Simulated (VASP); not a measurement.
## TiO2: single point with r2SCAN

TiO2:

```
Ti O
1.0
     4.55088    0.00000    0.00000
     0.00000    4.55088    0.00000
     0.00000    0.00000    2.92396
Ti O
2 4
Direct
  0.00000 0.00000 0.00000
  0.50000 0.50000 0.50000
  0.30357 0.30357 0.00000
  0.19643 0.80357 0.50000
  0.80357 0.19643 0.50000
  0.69643 0.69643 0.00000
```

This cell differs from its parent crystal: strain -1.0%.

```json
{
  "Program": "VASP 6.6.1",
  "Task": "single point",
  "Functional": "r2SCAN",
  "Potentials or basis": "VASP PAW PBE potentials, release 64 (Ti_sv, O)",
  "Cutoff": "520 eV",
  "k mesh": "6 × 6 × 8",
  "Occupations": "gaussian, width 0.01 eV",
  "Spin": "no spin polarisation"
}
```

```yaml
Pressure: 9.1 GPa
Largest_force: 0.033 eV/Å
Band_gap_on_the_k_mesh: 2.27 eV
```

Forces on the atoms (eV/Å):
```
Ti   0.000  0.000  0.000
Ti   0.000  0.000  0.000
O   -0.023 -0.023  0.000
O    0.023 -0.023  0.000
O   -0.023  0.023  0.000
O    0.023  0.023  0.000
```

Stress tensor (GPa, compression positive):
```
 8.25  0.00  0.00
 0.00  8.25  0.00
 0.00  0.00 10.87
```

Levels at points of the mesh, in eV from the valence-band top:
```
           k point  band 20  band 21  band 22  band 23  band 24  band 25  band 26  band 27  band 28  band 29
(0.00, 0.00, 0.00)    -2.12    -0.77    -0.52    -0.52     0.00     2.27     2.58     2.85     2.97     2.97
(0.50, 0.00, 0.00)    -3.26    -1.75    -1.75    -0.81    -0.81     2.99     2.99     3.54     3.54     4.08
(0.50, 0.50, 0.00)    -2.32    -1.41    -1.41    -1.17    -1.17     2.30     2.30     2.99     2.99     4.36
(0.00, 0.00, 0.50)    -2.96    -2.54    -2.54    -1.51    -1.51     3.46     3.46     3.74     3.74     4.17
(0.50, 0.00, 0.50)    -2.52    -2.14    -2.14    -1.15    -1.15     2.35     2.35     3.76     3.76     4.43
(0.50, 0.50, 0.50)    -2.93    -1.40    -1.40    -0.72    -0.72     3.07     3.07     3.69     3.69     3.78
```

Wall time 2.8 min on 1 thread of Intel(R) Xeon(R) 6975P-C (Granite Rapids) (shared host), peak memory 0.22 GiB.

Caveat: the cell differs from its parent crystal (strain -1.0%); the cell stands under pressure; the PAW data sets were made with another functional, which shifts forces and pressure a little. A k mesh can miss the band edges.
